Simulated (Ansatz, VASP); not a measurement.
## Two plane-wave programs on Sn

Contents of INCAR:

```
  ALGO = Fast
  EDIFF = 1E-6
  ENCUT = 520
  GGA = PE
  ISIF = 2
  ISMEAR = 0
  IVDW = 12
  LASPH = T
  LCHARG = F
  LREAL = F
  LWAVE = F
  NBANDS = 21
  NELM = 100
  PREC = Accurate
  SIGMA = 0.15
```

The input KPOINTS:

```
k-points
0
Gamma
  18 18 12
```

POSCAR

```
Sn
1.0
   -1.7544065422      1.7546136957     -2.1674907473
   -1.7544065422      1.7546136957      2.1674907473
    3.5088130844      3.5092273914      0.0000000000
Sn
2
Direct
    0.0000000000      0.0000000000      0.0000000000
    0.5000000000      0.5000000000      0.5000000000
```

Input for Ansatz:

```yaml
crystal:
  lattice:
    - [-1.7544065422, 1.7546136957, -2.1674907473]
    - [-1.7544065422, 1.7546136957, 2.1674907473]
    - [3.5088130844, 3.5092273914, 0.0]
  atoms:
    - { symbol: Sn, position: [0.0, 0.0, 0.0] }
    - { symbol: Sn, position: [0.5, 0.5, 0.5] }
basis:
  ecutwfc: 420
kpoints:
  mp_grid: { grid: [18, 18, 12] }
hamiltonian:
  xc: pbe
  dispersion: d3bj
scf:
  occupations: { method: gaussian, width: 0.15 }
output:
  forces: true
  stress: true
  eigenvalues: true
  write_density: true
  write_potential: true
  elf: true
  volumetric_format: npy
```

Alike in both runs: task single point; functional PBE; dispersion D3(BJ); k mesh 18 × 18 × 12; occupations gaussian, width 0.15 eV; no spin polarisation.

```csv
,VASP,Ansatz
version,VASP 6.6.1,Ansatz 0.2.0
potentials or method,"VASP PAW PBE potentials, release 64 (Sn_d), cutoff 520 eV","scalar-relativistic, plane waves, PAW"
valence electrons in the cell,28,28
```

```tsv
	VASP	Ansatz	Ansatz less VASP
gap on the k mesh at the Fermi level (eV)	none	none	-
pressure (GPa)	0.0	0.0	-0.02
traceless stress, the component that is largest in VASP (GPa)	0.05	0.05	-0.001
```

A gap of «none» marks a metal or a gap that the smearing closes.
